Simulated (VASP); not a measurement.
Input of a VASP 6.6.1 run:

The input INCAR:

```
SYSTEM = AlGa3N4
PREC = Accurate
ENCUT = 520
EDIFF = 1E-6
ISMEAR = 0
SIGMA = 0.05
LREAL = Auto
LASPH = .True.
NELM = 80
ALGO = Normal
ISIF = 2
LWAVE = .False.
LCHARG = .False.
GGA = PS
NBANDS = 76
```

File KPOINTS:

```
Automatic mesh
0
Gamma
  6 6 3
  0 0 0
```

File POSCAR:

```
AlGa3N4
1.0
    0.0000000000     -4.4676279353      0.0000000000
    0.0000000000      0.0000000000     -4.4676279353
    9.4352558707      0.0000000000      0.0000000000
Al Ga N
2 6 8
Direct
    1.0000000000      1.0000000000      0.7706271631
    1.0000000000      1.0000000000      0.2971235299
    0.5000000000      1.0000000000      0.0603717132
    0.5000000000      1.0000000000      0.5338753465
    1.0000000000      0.5000000000      0.0603717132
    1.0000000000      0.5000000000      0.5338753465
    0.5000000000      0.5000000000      0.7706271631
    0.5000000000      0.5000000000      0.2971235299
    0.2449690796      0.7550309204      0.1811297806
    0.2449690796      0.7550309204      0.6546334139
    0.7550309204      0.2449690796      0.1811297806
    0.7550309204      0.2449690796      0.6546334139
    0.2449690796      0.2449690796      0.8866209123
    0.2449690796      0.2449690796      0.4131172791
    0.7550309204      0.7550309204      0.8866209123
    0.7550309204      0.7550309204      0.4131172791
```

Potentials or basis: VASP PAW PBE potentials, release 64 (Al, Ga_d, N).

Run with:

```sh
$ cat potpaw_PBE.64/Al/POTCAR potpaw_PBE.64/Ga_d/POTCAR potpaw_PBE.64/N/POTCAR > POTCAR
$ mpirun -np 1 vasp_std > vasp.out
```

(1) Predict the band gap on the k mesh.

(2) Predict the pressure.

(3) What does it give for the largest force?

Answers

(1) 0.43 eV (least direct gap 0.67 eV).

(2) -6.1 GPa.

(3) 3.803 eV/Å.

Caveat: the cell differs from its parent crystal (the distance across one plane changed); the stress differs along the axes, from -13 to -2 GPa; semilocal functionals underestimate gaps, and a narrow one can read as zero; the PAW data sets were made with another functional, which shifts forces and pressure a little.
